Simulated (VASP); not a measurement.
# Mg (P6_3/mmc) in VASP: further runs, part 2 of 3

VASP 6.6.1.

### Step 3. Single point, r2SCAN0

This run uses another cell than the first one, of 24.63 Å³/atom, 1.019 times its volume.

Input file POSCAR:

```
Mg
1.0
    3.2722434310      0.0000000000      0.0000000000
   -1.6361217155      2.8338459386      0.0000000000
    0.0000000000      0.0000000000      5.3124886887
Mg
2
Direct
    0.6666666667      0.3333333333      0.7500000000
    0.3333333333      0.6666666667      0.2500000000
```

Input file INCAR.step1:

```
SYSTEM = Mg
PREC = Accurate
ENCUT = 520
EDIFF = 1E-5
ISMEAR = -1
SIGMA = 0.05
LREAL = .FALSE.
LASPH = .TRUE.
NELM = 100
ALGO = Normal
ISIF = 2
LWAVE = .TRUE.
LCHARG = .FALSE.
GGA = PE
NBANDS = 9
```

Input file INCAR.step2:

```
SYSTEM = Mg
PREC = Accurate
ENCUT = 520
EDIFF = 1E-6
ISMEAR = -1
SIGMA = 0.05
LREAL = .FALSE.
LASPH = .TRUE.
NELM = 100
ALGO = Normal
ISIF = 2
LWAVE = .FALSE.
LCHARG = .FALSE.
METAGGA = R2SCAN
LHFCALC = .TRUE.
AEXX = 0.25
LMIXTAU = .TRUE.
PRECFOCK = Normal
ISTART = 1
NBANDS = 9
```

Input file KPOINTS:

```
Automatic mesh
0
G
  5 5 3
  0 0 0
```

Potentials or basis: VASP PAW PBE potentials, release 64 (Mg).

Started as:

```bash
> cat potpaw_PBE.64/Mg/POTCAR > POTCAR
> cp INCAR.step1 INCAR
> mpirun -np 1 vasp_std > vasp.out
> cp INCAR.step2 INCAR
> mpirun -np 1 vasp_std > vasp.out
```

OUTCAR:

```text
SYSTEM = Mg
   PREC = Accurate
   ENCUT = 520
   EDIFF = 1E-6
   ISMEAR = -1
   LREAL = .FALSE.
   LASPH = .TRUE.
   NELM = 100
   ISIF = 2
   METAGGA = R2SCAN
   LHFCALC = .TRUE.
   AEXX = 0.25
   PRECFOCK = Normal
   ISTART = 1

 ion  position               nearest neighbor table
   1  0.667  0.333  0.750-   2 3.26   2 3.26   2 3.26   2 3.26   2 3.26   2 3.26
   2  0.333  0.667  0.250-   1 3.26   1 3.26   1 3.26   1 3.26   1 3.26   1 3.26

  LATTYP: Found a hexagonal cell.
 ALAT       =     3.2722434310
 C/A-ratio  =     1.6235004518

  Lattice vectors:

 A1 = (   3.2722434310,   0.0000000000,   0.0000000000)
 A2 = (  -1.6361217155,   2.8338459386,   0.0000000000)
 A3 = (   0.0000000000,   0.0000000000,   5.3124886887)

Analysis of symmetry for initial positions (statically):
=====================================================================
 Subroutine PRICEL returns:
 Original cell was already a primitive cell.

 Routine SETGRP: Setting up the symmetry group for a
 hexagonal supercell.

 Subroutine GETGRP returns: Found 24 space group operations
 (whereof 12 operations were pure point group operations)
 out of a pool of 24 trial point group operations.

The static configuration has the point symmetry D_3d.
 The point group associated with its full space group is D_6h.

Analysis of symmetry for dynamics (positions and initial velocities):
=====================================================================
 Subroutine PRICEL returns:
 Original cell was already a primitive cell.

 Routine SETGRP: Setting up the symmetry group for a
 hexagonal supercell.

 Subroutine GETGRP returns: Found 24 space group operations
 (whereof 12 operations were pure point group operations)
 out of a pool of 24 trial point group operations.

The dynamic configuration has the point symmetry D_3d.
 The point group associated with its full space group is D_6h.

 Subroutine INISYM returns: Found 24 space group operations
 (whereof 12 operations are pure point group operations),
 and found     1 'primitive' translations

----------------------------------------------------------------------------------------

                                     Primitive cell

  volume of cell :      49.2629

  direct lattice vectors                    reciprocal lattice vectors
     3.272243431  0.000000000  0.000000000     0.305600736  0.176438667  0.000000000
    -1.636121716  2.833845939  0.000000000     0.000000000  0.352877334  0.000000000
     0.000000000  0.000000000  5.312488689     0.000000000  0.000000000  0.188235695

  length of vectors
     3.272243431  3.272243431  5.312488689     0.352877334  0.352877334  0.188235695

  position of ions in fractional coordinates (direct lattice)
     0.666666667  0.333333333  0.750000000
     0.333333333  0.666666667  0.250000000

  ion indices of the primitive-cell ions
   primitive index   ion index
                 1           1
                 2           2

[... 35 lines left out ...]
  0.400000  0.000000  0.333333     12.000000
  0.200000  0.200000  0.333333     12.000000
  0.400000  0.200000  0.333333     12.000000
   k-points           NKPTS =     10   k-points in BZ     NKDIM =     75   number of bands    NBANDS=      9
   number of dos      NEDOS =    301   number of ions     NIONS =      2
   total plane-waves  NPLWV =  23040
   dimension x,y,z NGX =    24 NGY =   24 NGZ =   40
   dimension x,y,z NGXF=    48 NGYF=   48 NGZF=   80
   ions per type =               2
   NGX,Y,Z   is equivalent  to a cutoff of  12.19, 12.19, 12.52 a.u.
   NGXF,Y,Z  is equivalent  to a cutoff of  24.39, 24.39, 25.03 a.u.
 SYSTEM =  Mg
   PREC   = accura    normal or accurate (medium, high low for compatibility)
   ISTART =      1    job   : 0-new  1-cont  2-samecut
   ICHARG =      0    charge: 1-file 2-atom 10-const
   ISPIN  =      1    spin polarized calculation?
   LNONCOLLINEAR =      F non collinear calculations
   LSORBIT =      F    spin-orbit coupling
   LASPH  =      T    aspherical Exc in radial PAW
   ENCUT  =  520.0 eV  38.22 Ry    6.18 a.u.   6.08  6.08  9.88*2*pi/ulx,y,z
   NELM   =    100;   NELMIN=  2; NELMDL=  0     # of ELM steps
   EDIFF  = 0.1E-05   stopping-criterion for ELM
   LREAL  =      F    real-space projection
   EDIFFG = 0.1E-04   stopping-criterion for IOM
   NSW    =      0    number of steps for IOM
   IBRION =     -1    ionic relax: 0-MD 1-quasi-New 2-CG
   NFREE  =      0    steps in history (QN), initial steepest desc. (CG)
   ISIF   =      2    stress and relaxation
   ISYM   =      3    0-nonsym 1-usesym 2-fastsym
   POTIM  = 0.5000    time-step for ionic-motion
   TEBEG  =    0.0;   TEEND  =   0.0 temperature during run
   PSTRESS=    0.0 pullay stress
   NELECT =       4.0000    total number of electrons
   NUPDOWN=      -1.0000    fix difference up-down
   EMIN   =  10.00;   EMAX   =-10.00  energy-range for DOS
   EFERMI =   0.00;   METHOD = LEGACY
   ISMEAR =    -1;   SIGMA  =   0.05  broadening in eV -4-tet -1-fermi 0-gaus
   EFERMI_NEDOS =   21; number of points for ismear=-14 and -15
   IALGO  =     38    algorithm
   IMIX   =      1    mixing-type and parameters
     AMIX     =   0.40;   BMIX     =  1.00
     AMIX_MAG =   1.60;   BMIX_MAG =  1.00
  volume/ion in A,a.u.               =      24.63       166.22
  Fermi-wavevector in a.u.,A,eV,Ry     =   0.708905  1.339637  6.837563  0.502547
  Thomas-Fermi vector in A             =   1.795345
   LORBIT       =      0    0 simple, 1 ext, 2 COOP (PROOUT), +10 PAW based schemes
   METAGGA = R2SCAN    functional components
   LHFCALC =     T    Hartree Fock is set to
   PRECFOCK=normal    Normal, Fast or Accurate (Low or Medium for compatibility)
   ENCUT4O =  -1.0   cutoff for four orbital integrals eV
   NKREDX  =     1    reduce k-point grid by
   NKREDY  =     1    reduce k-point grid by
   NKREDZ  =     1    reduce k-point grid by
   AEXX    =    0.2500 exact exchange contribution
   HFSCREEN=    0.0000 screening length (either q_TF or 0.3 A-1)
   HFSCREENC=   0.0000 screening length for correlation (either q_TF or 0.3 A-1)
   ENCUTFOCK=  -1.0 apply spherical cutoff to Coloumb kernel
   IVDW    =     0    specifies the selected vdW correction
   LEPSILON=     F    determine dielectric tensor
   LRPA    =     F    only Hartree local field effects (RPA)
 non-spin polarized calculation
  energy-cutoff  :      520.00
  volume of cell :       49.26
 maximum number of plane-waves:      1341
  NGX = 20; NGY = 20; NGZ = 30

 number of electron       4.0000000 magnetization

 Free energy of the ion-electron system (eV)
  ---------------------------------------------------
  ext. energy  EPLUGINS =         0.00000000
  ---------------------------------------------------
  free energy    TOTEN  =        -7.13460834 eV

  energy without entropy =       -7.13100133  energy(sigma->0) =       -7.13280484

 E-fermi :   1.9422     XC(G=0):  -6.8413

 val. band max:        1.8617453232   @ k =   0.4000   0.0000   0.0000
 cond. band min:       3.1205627050   @ k =   0.2000   0.2000   0.0000
 fundamental gap:      1.2588173819
 Fermi energy:         1.9422288927

 k-point     1 :       0.0000    0.0000    0.0000
  band No.  band energies     occupation
      1      -6.1090      2.00000
      2      -0.0996      2.00000
      3       0.5071      2.00000
      4      14.3642      0.00000
      5      14.3642      0.00000
      6      14.3663      0.00000
      7      14.3663      0.00000
      8      15.2821      0.00000
      9      16.8442      0.00000
[... 97 lines left out ...]
 k-point    10 :       0.4000    0.2000    0.3333
  band No.  band energies     occupation
      1       0.7333      2.00000
      2       0.8142      2.00000
      3       3.5252      0.00000
      4       3.5554      0.00000
      5       5.8519      0.00000
      6       7.6332      0.00000
      7      11.1436      0.00000
      8      11.4134      0.00000
      9      14.7581      0.00000

------------------------ aborting loop because EDIFF is reached ----------------------------------------

  FORCE on cell =-STRESS in cart. coord.  units (eV):
  Direction    XX          YY          ZZ          XY          YZ          ZX
  --------------------------------------------------------------------------------------
  -------------------------------------------------------------------------------------
  Total       -1.0095669     -1.0095669     -0.7956059      0.0000000      0.0000000      0.0000000
  in kB      -32.8341527    -32.8341527    -25.8754967      0.0000000      0.0000000      0.0000000
  external PRESSURE =     -30.5146007 kB  Pullay stress =       0.0000000 kB

 VOLUME and BASIS-vectors are now :
 -----------------------------------------------------------------------------
  energy-cutoff  :      520.00
  volume of cell :       49.26
      direct lattice vectors                 reciprocal lattice vectors
     3.272243431  0.000000000  0.000000000     0.305600736  0.176438667  0.000000000
    -1.636121716  2.833845939  0.000000000     0.000000000  0.352877334  0.000000000
     0.000000000  0.000000000  5.312488689     0.000000000  0.000000000  0.188235695

 POSITION                                       TOTAL-FORCE (eV/Angst)
 -----------------------------------------------------------------------------------
      1.63612      0.94462      3.98437         0.000000     -0.000000      0.000000
     -0.00000      1.88923      1.32812        -0.000000      0.000000     -0.000000
 -----------------------------------------------------------------------------------
    total drift:                                0.000000     -0.000000     -0.000000

  FREE ENERGIE OF THE ION-ELECTRON SYSTEM (eV)
  ---------------------------------------------------
  free  energy   TOTEN  =        -7.1346083431 eV

  energy  without entropy=       -7.1310013301  energy(sigma->0) =       -7.13280484
```

Run time: 64 s. Hardware: 1 thread of Intel Xeon Platinum 8488C (Sapphire Rapids), shared host; peak memory 0.17 GiB.

Results:

```yaml
Free_energy: -7.1346 eV
Pressure: -3.1 GPa
Band_gap_on_the_k_mesh: zero (band 2 reaches 3.12 eV, above the bottom of band 3 at 0.51 eV)
```

Levels at points of the mesh, in eV from the Fermi level:
```
           k point  band 1  band 2  band 3  band 4  band 5  band 6
(0.00, 0.00, 0.00)   -8.05   -2.04   -1.44   12.42   12.42   12.42
```

Caveat: the k points lie up to 0.44 Å⁻¹ apart; the PAW data sets were made with another functional, which shifts forces and pressure a little.

(Continued in part 3 of 3.)
